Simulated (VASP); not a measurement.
# SiC (Moissanite) (P6_3mc) in VASP: further runs

SiC (Moissanite) is run at these levels: SVWN5, RPBE+D4; tasks: single point.

Everything below comes from runs of VASP 6.6.1. Logs are shortened: lines on timing, memory, paths and dates and some standing lists are left out, and cuts for length are marked.

**1. The cell of the first run**

The structure is hexagonal, space group P6_3mc (No. 186). Conventional cell: a = 3.116 Å, b = 3.116 Å, c = 5.114 Å, α = 90.00°, β = 90.00°, γ = 120.00°. Within 2.5 Å of Si (site symmetry 3m) lie 4 C at 1.89 to 1.97 Å. Within 2.5 Å of C (site symmetry 3m) lie 4 Si at 1.89 to 1.97 Å.

**2. Single point, SVWN5**

The input, INCAR:

```
  PREC = Accurate
  ENCUT = 910
  EDIFF = 1E-6
  ISMEAR = -1
  SIGMA = 0.05
  LREAL = False
  LASPH = True
  NELM = 120
  ALGO = Normal
  ISIF = 2
  LWAVE = False
  LCHARG = True
  GGA = VW
  LELF = True
  LVHAR = True
  NBANDS = 16
  GGA_COMPAT = False
```

The input, KPOINTS:

```
regular mesh
0
Gamma
  10 10 5
```

The input, POSCAR:

```
SiC
1.0
    3.1164783262      0.0000000000      0.0000000000
   -1.5582391631      2.6989494007      0.0000000000
    0.0000000000      0.0000000000      5.1144286705
Si C
2 2
Direct
    0.6666666667      0.3333333333      0.5000000000
    0.3333333333      0.6666666667      0.0000000000
    0.6666666667      0.3333333333      0.8850000000
    0.3333333333      0.6666666667      0.3850000000
```

Potentials or basis: VASP PAW PBE potentials, release 64 (Si, C_h).

Run with:

```bash
$ cat potpaw_PBE.64/Si/POTCAR potpaw_PBE.64/C_h/POTCAR > POTCAR
$ mpirun -np 1 vasp_std > vasp.out
```

OUTCAR:

```text
PREC = Accurate
   ENCUT = 910
   EDIFF = 1E-6
   ISMEAR = -1
   LREAL = False
   LASPH = True
   NELM = 120
   ISIF = 2
   GGA = VW

 ion  position               nearest neighbor table
   1  0.667  0.333  0.500-   4 1.89   4 1.89   4 1.89   3 1.97   2 3.13   2 3.13   2 3.13   2 3.13
                             2 3.13   2 3.13
   2  0.333  0.667  0.000-   3 1.89   3 1.89   3 1.89   4 1.97   1 3.13   1 3.13   1 3.13   1 3.13
                             1 3.13   1 3.13
   3  0.667  0.333  0.885-   2 1.89   2 1.89   2 1.89   1 1.97
   4  0.333  0.667  0.385-   1 1.89   1 1.89   1 1.89   2 1.97

  LATTYP: Found a hexagonal cell.
 ALAT       =     3.1164783262
 C/A-ratio  =     1.6410923277

  Lattice vectors:

 A1 = (   3.1164783262,   0.0000000000,   0.0000000000)
 A2 = (  -1.5582391631,   2.6989494007,   0.0000000000)
 A3 = (   0.0000000000,   0.0000000000,   5.1144286705)

Analysis of symmetry for initial positions (statically):
=====================================================================
 Subroutine PRICEL returns:
 Original cell was already a primitive cell.

 Routine SETGRP: Setting up the symmetry group for a
 hexagonal supercell.

 Subroutine GETGRP returns: Found 12 space group operations
 (whereof  6 operations were pure point group operations)
 out of a pool of 24 trial point group operations.

The static configuration has the point symmetry C_3v.
 The point group associated with its full space group is C_6v.

Analysis of symmetry for dynamics (positions and initial velocities):
=====================================================================
 Subroutine PRICEL returns:
 Original cell was already a primitive cell.

 Routine SETGRP: Setting up the symmetry group for a
 hexagonal supercell.

 Subroutine GETGRP returns: Found 12 space group operations
 (whereof  6 operations were pure point group operations)
 out of a pool of 24 trial point group operations.

The dynamic configuration has the point symmetry C_3v.
 The point group associated with its full space group is C_6v.

 Subroutine INISYM returns: Found 12 space group operations
 (whereof  6 operations are pure point group operations),
 and found     1 'primitive' translations

----------------------------------------------------------------------------------------

                                     Primitive cell

  volume of cell :      43.0186

  direct lattice vectors                    reciprocal lattice vectors
     3.116478326  0.000000000  0.000000000     0.320875005  0.185257271  0.000000000
    -1.558239163  2.698949401  0.000000000     0.000000000  0.370514542  0.000000000
     0.000000000  0.000000000  5.114428670     0.000000000  0.000000000  0.195525261

  length of vectors
     3.116478326  3.116478326  5.114428670     0.370514542  0.370514542  0.195525261

  position of ions in fractional coordinates (direct lattice)
     0.666666667  0.333333333  0.500000000
     0.333333333  0.666666667  0.000000000
     0.666666667  0.333333333  0.885000000
     0.333333333  0.666666667  0.385000000

  ion indices of the primitive-cell ions
   primitive index   ion index
                 1           1
                 2           2
                 3           3
                 4           4

----------------------------------------------------------------------------------------

 KPOINTS: regular mesh

Automatic generation of k-mesh.
 Grid dimensions read from file:
 generate k-points for:   10   10    5

 Generating k-lattice:

  Cartesian coordinates                     Fractional coordinates (reciprocal lattice)
     0.032087501  0.018525727  0.000000000     0.100000000  0.000000000  0.000000000
     0.000000000  0.037051454  0.000000000     0.000000000  0.100000000  0.000000000
     0.000000000  0.000000000  0.039105052     0.000000000  0.000000000  0.200000000

  Length of vectors
     0.037051454  0.037051454  0.039105052

  Shift w.r.t. Gamma in fractional coordinates (k-lattice)
     0.000000000  0.000000000  0.000000000

 Subroutine IBZKPT returns following result:
 ===========================================

 Found     42 irreducible k-points:

 Following reciprocal coordinates:
            Coordinates               Weight
  0.000000  0.000000  0.000000      1.000000
  0.100000  0.000000  0.000000      6.000000
  0.200000  0.000000  0.000000      6.000000
  0.300000  0.000000  0.000000      6.000000
  0.400000  0.000000  0.000000      6.000000
  0.500000  0.000000  0.000000      3.000000
[... 16 lines left out ...]
  0.300000  0.100000  0.200000     24.000000
  0.400000  0.100000  0.200000     24.000000
 [... further k-points ...]
   k-points           NKPTS =     42   k-points in BZ     NKDIM =     42   number of bands    NBANDS=     16
   number of dos      NEDOS =    301   number of ions     NIONS =      4
   total plane-waves  NPLWV =  51200
   dimension x,y,z NGX =    32 NGY =   32 NGZ =   50
   dimension x,y,z NGXF=    64 NGYF=   64 NGZF=  100
   ions per type =               2   2
   NGX,Y,Z   is equivalent  to a cutoff of  17.07, 17.07, 16.25 a.u.
   NGXF,Y,Z  is equivalent  to a cutoff of  34.14, 34.14, 32.51 a.u.
 SYSTEM =  unknown system
   PREC   = accura    normal or accurate (medium, high low for compatibility)
   ISTART =      0    job   : 0-new  1-cont  2-samecut
   ICHARG =      2    charge: 1-file 2-atom 10-const
   ISPIN  =      1    spin polarized calculation?
   LNONCOLLINEAR =      F non collinear calculations
   LSORBIT =      F    spin-orbit coupling
   LASPH  =      T    aspherical Exc in radial PAW
   ENCUT  =  910.0 eV  66.88 Ry    8.18 a.u.   7.67  7.67 12.58*2*pi/ulx,y,z
   NELM   =    120;   NELMIN=  2; NELMDL= -5     # of ELM steps
   EDIFF  = 0.1E-05   stopping-criterion for ELM
   LREAL  =      F    real-space projection
   EDIFFG = 0.1E-04   stopping-criterion for IOM
   NSW    =      0    number of steps for IOM
   IBRION =     -1    ionic relax: 0-MD 1-quasi-New 2-CG
   NFREE  =      0    steps in history (QN), initial steepest desc. (CG)
   ISIF   =      2    stress and relaxation
   ISYM   =      2    0-nonsym 1-usesym 2-fastsym
   POTIM  = 0.5000    time-step for ionic-motion
   TEBEG  =    0.0;   TEEND  =   0.0 temperature during run
   PSTRESS=    0.0 pullay stress
   NELECT =      16.0000    total number of electrons
   NUPDOWN=      -1.0000    fix difference up-down
   EMIN   =  10.00;   EMAX   =-10.00  energy-range for DOS
   EFERMI =   0.00;   METHOD = LEGACY
   ISMEAR =    -1;   SIGMA  =   0.05  broadening in eV -4-tet -1-fermi 0-gaus
   EFERMI_NEDOS =   21; number of points for ismear=-14 and -15
   IALGO  =     38    algorithm
   IMIX   =      4    mixing-type and parameters
     AMIX     =   0.40;   BMIX     =  1.00
     AMIX_MAG =   1.60;   BMIX_MAG =  1.00
  volume/ion in A,a.u.               =      10.75        72.58
  Fermi-wavevector in a.u.,A,eV,Ry     =   1.177324  2.224821 18.858938  1.386093
  Thomas-Fermi vector in A             =   2.313673
   LORBIT       =      0    0 simple, 1 ext, 2 COOP (PROOUT), +10 PAW based schemes
   GGA     = VW    functional components
   LHFCALC =     F    Hartree Fock is set to
   AEXX    =    0.0000 exact exchange contribution
   IVDW    =     0    specifies the selected vdW correction
   LEPSILON=     F    determine dielectric tensor
   LRPA    =     F    only Hartree local field effects (RPA)
 non-spin polarized calculation
  energy-cutoff  :      910.00
  volume of cell :       43.02
 maximum number of plane-waves:      2707
 NGX is ok and might be reduce to    32
   NGX = 15   NGY = 15   NGZ = 25

 number of electron      16.0000000 magnetization

 Free energy of the ion-electron system (eV)
  ---------------------------------------------------
  ext. energy  EPLUGINS =         0.00000000
  ---------------------------------------------------
  free energy    TOTEN  =       -33.08957167 eV

  energy without entropy =      -33.08957167  energy(sigma->0) =      -33.08957167

 E-fermi :   9.0479     XC(G=0): -11.4156

 val. band max:        8.0835468041   @ k =   0.0000   0.0000   0.0000
 cond. band min:      10.5095642708   @ k =   0.5000   0.0000   0.0000
 fundamental gap:      2.4260174667
 Fermi energy:         9.0479288225

 k-point     1 :       0.0000    0.0000    0.0000
  band No.  band energies     occupation
      1      -7.2656      2.00000
      2      -3.8573      2.00000
      3      -0.4179      2.00000
      4       6.5435      2.00000
      5       6.5435      2.00000
      6       7.8093      2.00000
[... 8 lines left out ...]
     15      16.4314      0.00000
     16      18.9258      0.00000

 k-point     2 :       0.1000    0.0000    0.0000
  band No.  band energies     occupation
      1      -7.0965      2.00000
      2      -3.7109      2.00000
      3      -0.2631      2.00000
      4       5.6200      2.00000
      5       6.2618      2.00000
      6       7.1777      2.00000
[... 8 lines left out ...]
     15      16.8663      0.00000
     16      17.9584      0.00000

 k-point     3 :       0.2000    0.0000    0.0000
  band No.  band energies     occupation
      1      -6.5957      2.00000
      2      -3.2894      2.00000
      3       0.1780      2.00000
      4       3.7817      2.00000
      5       5.6760      2.00000
      6       5.7324      2.00000
[... 8 lines left out ...]
     15      17.1671      0.00000
     16      17.7965      0.00000

 k-point     4 :       0.3000    0.0000    0.0000
  band No.  band energies     occupation
      1      -5.7883      2.00000
      2      -2.6794      2.00000
      3       0.6940      2.00000
      4       2.1007      2.00000
      5       4.0627      2.00000
      6       5.1139      2.00000
[... 8 lines left out ...]
     15      18.0218      0.00000
     16      19.2207      0.00000
[... 324 lines left out ...]
 k-point    22 :       0.2000    0.1000    0.2000
  band No.  band energies     occupation
      1      -5.9220      2.00000
      2      -3.5066      2.00000
      3       1.2832      2.00000
      4       3.1713      2.00000
      5       4.1885      2.00000
      6       5.0910      2.00000
[... 8 lines left out ...]
     15      17.8325      0.00000
     16      18.4205      0.00000

 k-point    23 :       0.3000    0.1000    0.2000
  band No.  band energies     occupation
      1      -4.9972      2.00000
      2      -2.7952      2.00000
      3       0.6549      2.00000
      4       2.6036      2.00000
      5       2.9811      2.00000
      6       4.3915      2.00000
[... 8 lines left out ...]
     15      18.5415      0.00000
     16      19.1159      0.00000

 k-point    24 :       0.4000    0.1000    0.2000
  band No.  band energies     occupation
      1      -3.9897      2.00000
      2      -2.4830      2.00000
      3      -0.0973      2.00000
      4       1.3693      2.00000
      5       3.4247      2.00000
      6       4.2163      2.00000
[... 8 lines left out ...]
     15      18.9356      0.00000
     16      20.2372      0.00000

 [... further k-points ...]

------------------------ aborting loop because EDIFF is reached ----------------------------------------

  FORCE on cell =-STRESS in cart. coord.  units (eV):
  Direction    XX          YY          ZZ          XY          YZ          ZX
  --------------------------------------------------------------------------------------
  -------------------------------------------------------------------------------------
  Total       -2.6707444     -2.6707444     -3.4554977      0.0000000      0.0000000      0.0000000
  in kB      -99.4688100    -99.4688099   -128.6960498      0.0000000      0.0000000      0.0000000
  external PRESSURE =    -109.2112232 kB  Pullay stress =       0.0000000 kB

 VOLUME and BASIS-vectors are now :
 -----------------------------------------------------------------------------
  energy-cutoff  :      910.00
  volume of cell :       43.02
      direct lattice vectors                 reciprocal lattice vectors
     3.116478326  0.000000000  0.000000000     0.320875005  0.185257271  0.000000000
    -1.558239163  2.698949401  0.000000000     0.000000000  0.370514542  0.000000000
     0.000000000  0.000000000  5.114428670     0.000000000  0.000000000  0.195525261

 POSITION                                       TOTAL-FORCE (eV/Angst)
 -----------------------------------------------------------------------------------
      1.55824      0.89965      2.55721         0.000000      0.000000      0.683206
     -0.00000      1.79930      0.00000         0.000000      0.000000      0.683206
      1.55824      0.89965      4.52627        -0.000000      0.000000     -0.683206
     -0.00000      1.79930      1.96906         0.000000     -0.000000     -0.683206
 -----------------------------------------------------------------------------------
    total drift:                               -0.000000      0.000000      0.000446

  FREE ENERGIE OF THE ION-ELECTRON SYSTEM (eV)
  ---------------------------------------------------
  free  energy   TOTEN  =       -33.0895716683 eV

  energy  without entropy=      -33.0895716682  energy(sigma->0) =      -33.08957167
```

Run time: 26 s. Hardware: 1 thread of Intel Xeon 6975P-C (Granite Rapids), shared host; peak memory 0.2 GiB.

Results:

```
Free energy            : -33.0896 eV
Pressure               : -10.9 GPa
Largest force          : 0.683 eV/Å
Band gap on the k mesh : 2.43 eV, indirect (least direct gap 3.91 eV)
```

Forces on the atoms (eV/Å):
```
Si   0.000  0.000  0.683
Si   0.000  0.000  0.683
C    0.000  0.000 -0.683
C    0.000  0.000 -0.683
```

Stress tensor (GPa, compression positive):
```
 -9.95   0.00   0.00
  0.00  -9.95   0.00
  0.00   0.00 -12.87
```

Levels at points of the mesh, in eV from the valence-band top:
| k point | band 6 | band 7 | band 8 | band 9 | band 10 | band 11 |
| --- | --- | --- | --- | --- | --- | --- |
| (0.00, 0.00, 0.00) | -0.27 | -0.27 | 0.00 | 4.25 | 5.62 | 6.18 |
| (0.50, 0.00, 0.00) | -3.48 | -3.19 | -1.48 | 2.43 | 4.08 | 6.36 |

Caveat: the cutoff is under 1.25 times the usual one of these potentials, so pressure, stress and relaxed cells hold a basis-set (Pulay) error; the PAW data sets were made with another functional, which shifts forces and pressure a little.

**3. Single point, RPBE+D4**

This run uses another cell than the first one, of 9.72 Å³/atom, 0.904 times its volume.

The input, INCAR:

```
SYSTEM = SiC
ALGO = Normal
EDIFF = 1E-6
ENCUT = 520
GGA = RP
ISIF = 2
ISMEAR = -1
IVDW = 13
LASPH = .True.
LCHARG = .False.
LREAL = .False.
LWAVE = .False.
NBANDS = 16
NELM = 80
PREC = Accurate
SIGMA = 0.05
```

The input, KPOINTS:

```
k-points
0
Gamma
  10 10 5
  0 0 0
```

The input, POSCAR:

```
SiC
1.0
    3.0132068704      0.0000000000      0.0000000000
   -1.5066034352      2.6095136966      0.0000000000
    0.0000000000      0.0000000000      4.9449506768
Si C
2 2
Direct
    0.6666666667      0.3333333333      0.5000000000
    0.3333333333      0.6666666667      0.0000000000
    0.6666666667      0.3333333333      0.8850000000
    0.3333333333      0.6666666667      0.3850000000
```

Potentials or basis: VASP PAW PBE potentials, release 64 (Si, C).

Run with:

```bash
$ cat potpaw_PBE.64/Si/POTCAR potpaw_PBE.64/C/POTCAR > POTCAR
$ mpirun -np 1 vasp_std > vasp.out
```

It took 20 s on 1 thread of Intel Xeon 8259CL, shared host; peak memory 0.16 GiB.

It converged, with:

- Free energy: -31.3794 eV
- Pressure: 11.2 GPa
- Largest force: 0.858 eV/Å
- Band gap on the k mesh: 2.41 eV, indirect (least direct gap 4.23 eV)
- Dispersion energy per atom: -0.755 eV

Forces in eV/Å, atoms in the order of the input:
```
Si   0.000  0.000  0.858
Si   0.000  0.000  0.858
C    0.000  0.000 -0.858
C    0.000  0.000 -0.858
```

Stress tensor (GPa, compression positive):
```
13.65  0.00  0.00
 0.00 13.65  0.00
 0.00  0.00  6.31
```

Levels at points of the mesh, in eV from the valence-band top:
```
           k point  band 5  band 6  band 7  band 8  band 9  band 10  band 11  band 12
(0.00, 0.00, 0.00)   -1.58   -0.27   -0.27    0.00    5.21     6.70     6.92     6.92
(0.50, 0.00, 0.00)   -5.64   -3.66   -3.43   -1.49    2.74     4.29     7.27     7.45
```

Caveat: the PAW data sets were made with another functional, which shifts forces and pressure a little.
